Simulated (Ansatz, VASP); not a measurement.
**One calculation of Ti3Se, two programs**

Contents of INCAR:

```
SYSTEM = Ti3Se
PREC = Accurate
ENCUT = 520
EDIFF = 1E-7
ISMEAR = -1
SIGMA = 0.05
LREAL = .FALSE.
LASPH = .TRUE.
NELM = 150
ALGO = Normal
ISIF = 2
LWAVE = .FALSE.
LCHARG = .FALSE.
LMAXMIX = 4
LDAU = .TRUE.
LDAUTYPE = 2
LDAUL = -1 2
LDAUU = 0 1
LDAUJ = 0 0
LDAUPRINT = 1
GGA = PE
NBANDS = 29
```

The input KPOINTS:

```
regular mesh
0
G
  10 10 4
  0 0 0
```

The input POSCAR:

```
Ti3Se
1.0
    3.1974455988      0.0000000000      0.0000000000
   -1.5987227994      2.7690691158      0.0000000000
    0.0000000000      0.0000000000      7.9427450000
Se Ti
1 3
Direct
    0.0000000000      0.0000000000      0.0000000000
    0.6666666667      0.3333333333      0.5000000000
    0.3333333333      0.6666666667      0.7729020000
    0.3333333333      0.6666666667      0.2270980000
```

Contents of input.yaml:

```yaml
crystal:
  lattice:
    - [3.1974455988, 0.0, 0.0]
    - [-1.5987227994, 2.7690691158, 0.0]
    - [0.0, 0.0, 7.942745]
  atoms:
    - { symbol: Se, position: [0.0, 0.0, 0.0] }
    - { symbol: Ti, position: [0.6666666667, 0.3333333333, 0.5] }
    - { symbol: Ti, position: [0.3333333333, 0.6666666667, 0.772902] }
    - { symbol: Ti, position: [0.3333333333, 0.6666666667, 0.227098] }
hamiltonian:
  xc: pbe
  pseudopotentials: { kind: paw }
  hubbard: { sites: [{ species: Ti, l: d, u_eff: 1.0 }] }
kpoints:
  mp_grid: { grid: [10, 10, 4] }
  band_path:
    path:
      - [[0.0, 0.0, 0.0], [0.5, 0.0, 0.0], [0.3333333333, 0.3333333333, 0.0], [0.0, 0.0, 0.0], [0.0, 0.0, 0.5], [0.5, 0.0, 0.5], [0.3333333333, 0.3333333333, 0.5], [0.0, 0.0, 0.5]]
      - [[0.5, 0.0, 0.5], [0.5, 0.0, 0.0]]
      - [[0.3333333333, 0.3333333333, 0.0], [0.3333333333, 0.3333333333, 0.5]]
    npoints: 14
scf:
  occupations: { method: fermi_dirac, width: 0.05 }
  n_extra_bands: 10
output:
  forces: true
  stress: true
  eigenvalues: true
  fatbands: false
```

Alike in both runs: functional PBE; k mesh 10 × 10 × 4; occupations fermi-dirac, width 0.05 eV; no spin polarisation; Hubbard terms Ti d U = 1.0 eV.

|  | VASP | Ansatz |
| --- | --- | --- |
| version | VASP 6.6.1 | Ansatz 0.2.0 |
| potentials or method | VASP PAW PBE potentials, release 64 (Se, Ti_sv) | Ansatz PAW |
| plane-wave cutoff (eV) | 520 | 420 |
| valence electrons in the cell | 42 | 52 |
| task | single point | band structure |

```csv
,VASP,Ansatz,Ansatz less VASP
gap on the k mesh at the Fermi level (eV),none,none,-
pressure (GPa),1.7,1.2,-0.46
"traceless stress, the component that is largest in VASP (GPa)",0.61,0.47,-0.139
rms of the force components (eV/Å),0.012,0.014,+0.0013
```

The programs project onto different local orbitals, so the same U acts differently, and such runs can settle in different states. Atom by atom the forces differ by 0.001 eV/Å (rms over components). A gap of «none» marks a metal or a gap that the smearing closes. VASP's potentials hold 42 valence electrons a cell and Ansatz's 52, so a difference there can come from the potentials and not from the codes.
